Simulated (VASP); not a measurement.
A run of VASP 6.6.1 is set up as follows.

Contents of POSCAR:

```
MgGaF5
1.0
    3.4303971585      0.0000000000      0.0000000000
    0.0000000000      3.4303971585      0.0000000000
    0.0000000000      0.0000000000      5.3938231746
Mg Ga F
1 1 5
Direct
    0.0000000000      0.0000000000      0.5000000000
    0.5000000000      0.5000000000      0.0000000000
    0.0000000000      0.0000000000      0.0000000000
    0.5000000000      0.0000000000      0.7226182909
    0.0000000000      0.5000000000      0.7226182909
    0.5000000000      0.0000000000      0.2773817091
    0.0000000000      0.5000000000      0.2773817091
```

The input INCAR.step1:

```
ALGO = Normal ; EDIFF = 1E-4
ENCUT = 520 ; GGA = PE
ISMEAR = -1 ; LASPH = T
LCHARG = F ; LREAL = F
LWAVE = T ; NBANDS = 34
NELM = 80 ; PREC = Accurate
SIGMA = 0.03
```

INCAR.step2

```
ALGO = Normal ; BPARAM = 11.95
CPARAM = 0.0093 ; EDIFF = 1E-6
ENCUT = 520 ; ISIF = 2
ISMEAR = -1 ; ISTART = 1
IVDW_NL = 2 ; LASPH = T
LCHARG = F ; LMIXTAU = T
LREAL = F ; LUSE_VDW = T
LWAVE = F ; METAGGA = R2SCAN
NBANDS = 34 ; NELM = 80
PREC = Accurate ; SIGMA = 0.03
```

File KPOINTS:

```
k-points
0
Gamma
  6 6 4
```

Potentials or basis: VASP PAW PBE potentials, release 64 (Mg, Ga_d, F).

Run with:

```console
$ cat potpaw_PBE.64/Mg/POTCAR potpaw_PBE.64/Ga_d/POTCAR potpaw_PBE.64/F/POTCAR > POTCAR
$ cp INCAR.step1 INCAR
$ mpirun -np 1 vasp_std > vasp.out
$ cp INCAR.step2 INCAR
$ mpirun -np 1 vasp_std > vasp.out
```

(1) Estimate the band gap on the k mesh.

(2) What does it give for the largest force?

(3) What does it give for the pressure?

## Answers

(1) 1.01 eV (least direct gap 1.67 eV).

(2) 0.060 eV/Å.

(3) -0.6 GPa.

Caveat: the PAW data sets were made with another functional, which shifts forces and pressure a little.
